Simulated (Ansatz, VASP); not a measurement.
# W in VASP and in Ansatz

```
W
1.0
     4.64357    0.00000    0.00000
    -2.32178    4.02145    0.00000
     0.00000    0.00000    2.58585
W
3
Direct
  0.00000 0.00000 0.00000
  0.33333 0.66667 0.50000
  0.66667 0.33333 0.50000
```

Alike in both runs: task single point; functional RPBE; k mesh 9 × 9 × 13; occupations fermi-dirac, width 0.1 eV; no spin polarisation.

```csv
,VASP,Ansatz
version,VASP 6.6.1,Ansatz 0.2.0
potentials or method,"VASP PAW PBE potentials, release 64 (W_sv), cutoff 520 eV","plane waves (420 eV) with PAW, scalar-relativistic"
valence electrons in the cell,42,42
```

```tsv
	VASP	Ansatz	Ansatz less VASP
pressure (GPa)	12.6	11.9	-0.67
traceless stress, the component that is largest in VASP (GPa)	0.40	0.04	-0.361
```

VASP's potentials were made for PBE, not for RPBE. The functional is the same, so the differences come from potentials, cutoffs and numerics.

Neither program's run includes spin-orbit coupling.
